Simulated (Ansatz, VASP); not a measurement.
Two plane-wave programs on KTi2

Contents of INCAR:

```
PREC = Accurate
ENCUT = 600
EDIFF = 1E-7
ISMEAR = 0
SIGMA = 0.1
LREAL = F
LASPH = T
NELM = 80
ALGO = Fast
ISIF = 3
LWAVE = F
LCHARG = F
GGA = PE
IBRION = 2
NSW = 100
EDIFFG = -0.01
```

File KPOINTS:

```
Automatic mesh
0
Gamma
  12 12 12
```

The input POSCAR:

```
KTi2
1.0
    0.0000000000      3.4340201333      3.4340201333
    3.4340201333      0.0000000000      3.4340201333
    3.4340201333      3.4340201333      0.0000000000
K Ti
1 2
Direct
    0.0000000000      0.0000000000      0.0000000000
    0.2500000000      0.2500000000      0.2500000000
    0.7500000000      0.7500000000      0.7500000000
```

Input for Ansatz:

```yaml
crystal:
  lattice:
    - [0.0, 3.4340201333, 3.4340201333]
    - [3.4340201333, 0.0, 3.4340201333]
    - [3.4340201333, 3.4340201333, 0.0]
  atoms:
    - { symbol: K, position: [0.0, 0.0, 0.0] }
    - { symbol: Ti, position: [0.25, 0.25, 0.25] }
    - { symbol: Ti, position: [0.75, 0.75, 0.75] }
basis:
  ecutwfc: 420
kpoints:
  mp_grid: { grid: [12, 12, 12] }
hamiltonian:
  xc: pbe
scf:
  occupations: { method: gaussian, width: 0.1 }
output:
  forces: true
  stress: true
  eigenvalues: true
  write_density: true
  write_potential: true
  elf: true
  volumetric_format: npy
relax:
  adjacent_minimum: "off"
  f_tol: 0.01
  max_steps: 80
  cell: { stress_tol: 0.05 }
```

Alike in both runs: task relaxation of cell and atoms; functional PBE; k mesh 12 × 12 × 12; occupations gaussian, width 0.1 eV; no spin polarisation.

|  | VASP | Ansatz |
| --- | --- | --- |
| version | VASP 6.6.1 | Ansatz 0.2.0 |
| potentials or method | VASP PAW PBE potentials, release 64 (K_sv, Ti_sv), cutoff 600 eV | scalar-relativistic, plane waves, PAW |
| valence electrons in the cell | 33 | 33 |

```csv
,VASP,Ansatz,Ansatz less VASP
"gap on the k mesh at the Fermi level, each at its own relaxed structure (eV)",none,none,-
relaxed volume (Å³/atom),27.15,27.05,-0.099
relaxed cell length with the largest relative difference (Å),4.866,4.860,-0.0059
```

A gap of «none» marks a metal or a gap that the smearing closes.
